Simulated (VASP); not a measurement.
## Sr: single point with PBEsol

Sr:

```
CELL_PARAMETERS angstrom
-2.33928 2.33928 2.32308
2.33928 -2.33928 2.32308
2.33928 2.33928 -2.32308
ATOMIC_POSITIONS crystal
Sr 0.00000 0.00000 0.00000
```

This isn't the form of Sr at room conditions, which is fcc.

```
Program                : VASP 6.6.1
Task                   : single point
Functional             : PBEsol
Potentials or basis    : VASP PAW PBE potentials, release 64 (Sr_sv)
Cutoff                 : 520 eV
k mesh                 : 12 × 12 × 12
Occupations            : gaussian, width 0.1 eV
Spin                   : no spin polarisation
Dipole correction      : no
Further INCAR settings : ALGO = Fast; EDIFF = 1e-07; NBANDS = 11
```

- Pressure: 0.0 GPa
- Band gap on the k mesh: zero (bands 5 and 6 overlap by 0.60 eV)

Levels at points of the mesh, in eV from the Fermi level:
| k point | band 1 | band 2 | band 3 | band 4 | band 5 | band 6 | band 7 | band 8 | band 9 | band 10 |
| --- | --- | --- | --- | --- | --- | --- | --- | --- | --- | --- |
| (0.00, 0.00, 0.00) | -36.37 | -18.26 | -18.26 | -18.26 | -3.77 | 2.43 | 2.47 | 2.47 | 3.87 | 3.93 |
| (0.50, 0.00, 0.00) | -36.35 | -18.52 | -18.34 | -18.26 | -1.06 | 0.37 | 1.19 | 3.75 | 4.45 | 5.79 |
| (0.50, 0.50, 0.00) | -36.35 | -18.52 | -18.34 | -18.26 | -1.07 | 0.35 | 1.24 | 3.69 | 4.42 | 5.78 |
| (0.50, 0.50, 0.50) | -36.33 | -18.44 | -18.44 | -18.44 | -0.24 | -0.23 | 3.91 | 3.91 | 4.00 | 5.34 |

Run time: 44 s on 1 thread of Intel(R) Xeon(R) 6975P-C (Granite Rapids) (shared host), peak memory 0.22 GiB.

Caveat: the PAW data sets were made with another functional, which shifts forces and pressure a little.
